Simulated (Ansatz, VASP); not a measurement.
# NaF in VASP and in Ansatz

INCAR

```
ALGO = Normal
EDIFF = 1E-6
ENCUT = 520
GGA = PS
ISIF = 2
ISMEAR = 0
LASPH = T
LCHARG = F
LREAL = F
LWAVE = F
NBANDS = 14
NELM = 100
PREC = Accurate
SIGMA = 0.05
```

File KPOINTS:

```
k-points
0
Gamma
  8 8 8
```

POSCAR

```
NaF
1.0
    0.0000000000      2.3233000000      2.3349165000
    2.3233000000      0.0000000000      2.3349165000
    2.3233000000      2.3233000000      0.0000000000
Na F
1 1
Direct
    0.0000000000      0.0000000000      0.0000000000
    0.5000000000      0.5000000000      0.5000000000
```

Input for Ansatz:

```yaml
crystal:
  lattice:
    - [0.0, 2.3233, 2.3349165]
    - [2.3233, 0.0, 2.3349165]
    - [2.3233, 2.3233, 0.0]
  atoms:
    - { symbol: Na, position: [0.0, 0.0, 0.0] }
    - { symbol: F, position: [0.5, 0.5, 0.5] }
basis:
  ecutwfc: 420
kpoints:
  mp_grid: { grid: [8, 8, 8] }
hamiltonian:
  xc: pbesol
scf:
  occupations: { method: gaussian, width: 0.05 }
output:
  forces: true
  stress: true
  eigenvalues: true
```

Change from the starting cell: strain +0.0050 x Voigt [0, 0, 1, 0, 0, 0], atoms carried along.

Alike in both runs: task single point; functional PBEsol; k mesh 8 × 8 × 8; occupations gaussian, width 0.05 eV; no spin polarisation.

```csv
,VASP,Ansatz
version,VASP 6.6.1,Ansatz 0.2.0
potentials or method,"VASP PAW PBE potentials, release 64 (Na_pv, F), cutoff 520 eV","scalar-relativistic, plane waves, PAW"
valence electrons in the cell,14,16
```

|  | VASP | Ansatz | Ansatz less VASP |
| --- | --- | --- | --- |
| gap on the k mesh at the Fermi level (eV) | 6.09 | 6.11 | +0.021 |
| least direct gap on the mesh (eV) | 6.09 | 6.11 | +0.021 |
| pressure (GPa) | -0.9 | -0.8 | +0.10 |
| traceless stress, the component that is largest in VASP (GPa) | -0.25 | -0.24 | +0.012 |

VASP's potentials were made for PBE, not for PBEsol. VASP's potentials hold 14 valence electrons a cell and Ansatz's 16, so a difference there can come from the potentials and not from the codes.
